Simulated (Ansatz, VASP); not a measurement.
PdPt2: VASP beside Ansatz

Contents of INCAR:

```
PREC     = Accurate       # precision mode
ENCUT    = 600            # plane-wave cutoff, eV
EDIFF    = 1E-7           # SCF threshold, eV
ISMEAR   = 0              # smearing method
SIGMA    = 0.1            # smearing width, eV
LREAL    = F              # projectors in reciprocal space
LASPH    = T              # aspherical terms in the spheres
NELM     = 80             # most SCF steps
ALGO     = Fast           # electronic algorithm
ISIF     = 3              # what is computed and relaxed
LWAVE    = F              # write WAVECAR
LCHARG   = F              # write CHGCAR
GGA      = PE             # functional
IBRION   = 2              # ionic algorithm
NSW      = 100            # ionic steps
EDIFFG   = -0.01          # ionic threshold
```

KPOINTS

```
Automatic mesh
0
Gamma
  16 16 8
```

The input POSCAR:

```
PdPt2
1.0
    2.7351768374      0.0000000000      0.0000000000
    0.0000000000      2.7351768374      0.0000000000
    0.0000000000      0.0000000000      6.5687641448
Pd Pt
1 2
Direct
    0.0000000000      0.0000000000      0.0000000000
    0.5000000000      0.5000000000      0.3058637753
    0.5000000000      0.5000000000      0.6941362247
```

Input for Ansatz:

```yaml
crystal:
  lattice:
    - [2.7351768374, 0.0, 0.0]
    - [0.0, 2.7351768374, 0.0]
    - [0.0, 0.0, 6.5687641448]
  atoms:
    - { symbol: Pd, position: [0.0, 0.0, 0.0] }
    - { symbol: Pt, position: [0.5, 0.5, 0.3058637753] }
    - { symbol: Pt, position: [0.5, 0.5, 0.6941362247] }
basis:
  ecutwfc: 420
kpoints:
  mp_grid: { grid: [16, 16, 8] }
hamiltonian:
  xc: pbe
scf:
  occupations: { method: gaussian, width: 0.1 }
output:
  forces: true
  stress: true
  eigenvalues: true
relax:
  adjacent_minimum: "off"
  f_tol: 0.01
  max_steps: 80
  cell: { stress_tol: 0.05 }
```

Change from the starting cell: species swapped into the Ga2Cu type (P4/mmm, No. 123).

Alike in both runs: task relaxation of cell and atoms; functional PBE; k mesh 16 × 16 × 8; occupations gaussian, width 0.1 eV; no spin polarisation.

|  | VASP | Ansatz |
| --- | --- | --- |
| version | VASP 6.6.1 | Ansatz 0.2.0 |
| potentials or method | VASP PAW PBE potentials, release 64 (Pd, Pt), cutoff 600 eV | scalar-relativistic, plane waves, PAW |
| valence electrons in the cell | 30 | 54 |

```csv
,VASP,Ansatz,Ansatz less VASP
"gap on the k mesh at the Fermi level, each at its own relaxed structure (eV)",none,none,-
relaxed volume (Å³/atom),16.37,16.40,+0.029
relaxed cell length with the largest relative difference (Å),2.719,2.721,+0.0019
```

A gap of «none» marks a metal or a gap that the smearing closes. VASP's potentials hold 30 valence electrons a cell and Ansatz's 54, so a difference there can come from the potentials and not from the codes.

Spin-orbit coupling is off throughout.
